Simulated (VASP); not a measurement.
A run of VASP 6.6.1:

The input INCAR:

```
PREC = Accurate ; ENCUT = 520
EDIFF = 1E-7 ; ISMEAR = -1
SIGMA = 0.08 ; LREAL = F
LASPH = T ; NELM = 60
ALGO = Normal ; ISIF = 2
LWAVE = F ; LCHARG = F
NBANDS = 11
```

KPOINTS

```
Automatic mesh
0
Gamma
  12 12 12
```

Contents of POSCAR:

```
Si
1.0
    0.0000000000      2.6600366906      2.6600366906
    2.6600366906      0.0000000000      2.6600366906
    2.6600366906      2.6600366906      0.0000000000
Si
2
Direct
    0.5000000000      0.5000000000      0.5000000000
    0.7500000000      0.7500000000      0.7500000000
```

Potentials or basis: VASP PAW LDA potentials, release 64 (Si).

Command:

```bash
$ cat potpaw_LDA.64/Si/POTCAR > POTCAR
$ mpirun -np 1 vasp_std > vasp.out
```

Hardware: 1 thread of Intel(R) Xeon(R) 6975P-C (Granite Rapids) (shared host).

**Question.** How long does it take, and how much memory?

**Answer.** Wall time 11 s on 1 thread of Intel(R) Xeon(R) 6975P-C (Granite Rapids), on a shared host, peak memory 0.13 GiB. Counts: scf iterations 12, k points 72.
